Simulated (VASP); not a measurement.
TePb:

```
CELL_PARAMETERS angstrom
0.00000 3.23100 3.23100
3.23100 0.00000 3.23100
3.23100 3.23100 0.00000
ATOMIC_POSITIONS crystal
Pb 0.00000 0.00000 0.00000
Te 0.50000 0.50000 0.50000
```

| Property | Result |
| --- | --- |
| Program | VASP 6.6.1 |
| Task | relaxation of cell and atoms |
| Functional | BLYP |
| Potentials or basis | VASP PAW PBE potentials, release 64 (Pb_d, Te) |
| Cutoff | 600 eV |
| k mesh | 7 × 7 × 7 |
| Occupations | fermi-dirac, width 0.05 eV |
| Spin | no spin polarisation |

At the start: pressure 5.5 GPa; volume 33.73 Å³/atom.

Task: How do energy, volume and symmetry change on relaxing?

Result: Over 3 steps the energy falls by 70.2 meV/atom and the volume is 38.29 Å³/atom (+13.5 %); space group Fm-3m (No. 225, to 0.05 Å).

The path:
```csv
step,energy change (eV),largest force (eV/Å),pressure (GPa),volume (Å³)
1,0.0000,0.0000,5.50,67.46
2,-0.1311,0.0000,-1.07,79.40
3,-0.1404,0.0000,0.03,76.58
```

Final structure:
```
Pb Te
1.0
     0.00000    3.37047    3.37047
     3.37047    0.00000    3.37047
     3.37047    3.37047    0.00000
Pb Te
1 1
Cartesian
  0.0000 0.0000 0.0000
  3.3705 3.3705 3.3705
```

Caveat: the PAW data sets were made with another functional, which shifts forces and pressure a little; the volume moved by +14 % from the deposited cell, more than functionals usually miss.
